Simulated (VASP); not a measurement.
Set up this calculation in VASP 6.6.1, as the native input.

```
Task                   : electric field gradients
Functional             : PBE
Potentials or basis    : VASP PAW PBE potentials, release 64 (Li_sv)
Cutoff                 : 520 eV
k mesh                 : 13 × 13 × 13
Occupations            : fermi-dirac, width 0.05 eV
Spin                   : no spin polarisation
Dipole correction      : no
Further INCAR settings : ALGO = Normal; EDIFF = 1e-08; NBANDS = 8
```

The structure of Li lies in POSCAR:

```
Li
1.0
   -1.7263484520      1.7263484520      1.7263484520
    1.7263484520     -1.7263484520      1.7263484520
    1.7263484520      1.7263484520     -1.7263484520
Li
1
Direct
    0.0000000000      0.0000000000      0.0000000000
```

This cell differs from its parent crystal: volume scaled by 0.96.

These files were run (other wordings do the same):

INCAR

```
SYSTEM = Li
ALGO     = Normal         ! electronic algorithm
EDIFF    = 1E-8           ! SCF threshold, eV
ENCUT    = 520            ! plane-wave cutoff, eV
GGA      = PE             ! functional
ISIF     = 2              ! what is computed and relaxed
ISMEAR   = -1             ! smearing method
LASPH    = .True.         ! aspherical terms in the spheres
LCHARG   = .False.        ! write CHGCAR
LEFG     = .True.       
LREAL    = .False.        ! projectors in reciprocal space
LWAVE    = .False.        ! write WAVECAR
NBANDS   = 8              ! bands
NELM     = 60             ! most SCF steps
PREC     = Accurate       ! precision mode
SIGMA    = 0.05           ! smearing width, eV
```

KPOINTS

```
k-points
0
Gamma
  13 13 13
  0 0 0
```

Potentials or basis: VASP PAW PBE potentials, release 64 (Li_sv).

Launch:

```bash
$ cat potpaw_PBE.64/Li_sv/POTCAR > POTCAR
$ mpirun -np 1 vasp_std > vasp.out
```

Run time: 14 s on 1 thread of Intel Xeon 8259CL, on a shared host, peak memory 0.13 GiB.
